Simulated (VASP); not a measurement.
Input of a VASP 6.6.1 run:

Contents of INCAR:

```
PREC     = Accurate       # precision mode
ENCUT    = 910            # plane-wave cutoff, eV
EDIFF    = 1E-7           # SCF threshold, eV
ISMEAR   = 0              # smearing method
SIGMA    = 0.1            # smearing width, eV
LREAL    = F              # projectors in reciprocal space
LASPH    = T              # aspherical terms in the spheres
NELM     = 120            # most SCF steps
ALGO     = Normal         # electronic algorithm
ISIF     = 3              # what is computed and relaxed
LWAVE    = F              # write WAVECAR
LCHARG   = F              # write CHGCAR
GGA      = PE             # functional
IBRION   = 2              # ionic algorithm
NSW      = 90             # ionic steps
EDIFFG   = -0.04          # ionic threshold
GGA_COMPAT= F            
NELMIN   = 4
```

Contents of KPOINTS:

```
regular mesh
0
Gamma
  6 6 10
```

POSCAR

```
C
1.0
    2.5974912400      0.0000000000      0.0000000000
    0.0000000000      2.5974912400      0.0000000000
    0.0000000000      0.0000000000      1.6237257500
C
1
Direct
    0.5000000000      0.5000000000      0.0000000000
```

Potentials or basis: VASP PAW PBE potentials, release 64 (C_h).

Launch:

```sh
$ cat potpaw_PBE.64/C_h/POTCAR > POTCAR
$ mpirun -np 1 vasp_std > vasp.out
```

(1) Predict the relaxed volume.

(2) Predict the space group after relaxing (to 0.05 Å).

## Answers

(1) 13.58 Å³/atom.

(2) P4/mmm (No. 123).

Caveat: the k points lie up to 0.49 Å⁻¹ apart in the final cell; the cutoff is under 1.25 times the usual one of these potentials, so pressure, stress and relaxed cells hold a basis-set (Pulay) error; the volume moved by over 15 % at a fixed basis, so the end points are rough.
